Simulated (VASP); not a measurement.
# Hf: single point with r2SCAN

Hf:

```
CELL_PARAMETERS angstrom
3.19796 0.00000 0.00000
-1.59898 2.76952 0.00000
0.00000 0.00000 5.04740
ATOMIC_POSITIONS crystal
Hf 0.33333 0.66667 0.25000
Hf 0.66667 0.33333 0.75000
```

| Property | Result |
| --- | --- |
| Program | VASP 6.6.1 |
| Task | single point |
| Functional | r2SCAN |
| Potentials or basis | VASP PAW PBE potentials, release 64 (Hf_pv) |
| Cutoff | 520 eV |
| k mesh | 17 × 17 × 9 |
| Occupations | fermi-dirac, width 0.05 eV |
| Spin | no spin polarisation |
| Dipole correction | no |
| Further INCAR settings | ALGO = Normal; EDIFF = 1e-06; NBANDS = 17 |

| Property | Result |
| --- | --- |
| Pressure | -0.6 GPa |
| Band gap on the k mesh | zero (bands 10 and 11 overlap by 1.77 eV) |

Stress tensor (GPa, compression positive):
```
-0.53  0.00  0.00
 0.00 -0.53  0.00
 0.00  0.00 -0.68
```

Levels at points of the mesh, in eV from the Fermi level:
```tsv
k point	band 8	band 9	band 10	band 11	band 12	band 13
(0.00, 0.00, 0.00)	-3.85	0.42	1.32	1.32	1.65	2.20
```

Wall time 4.7 min on 1 thread of AMD EPYC 9R45 96-Core Processor (Zen 5), with other jobs on the host, peak memory 0.22 GiB.

Caveat: the PAW data sets were made with another functional, which shifts forces and pressure a little; spin-orbit coupling is left out, which moves the levels of the heavy elements.
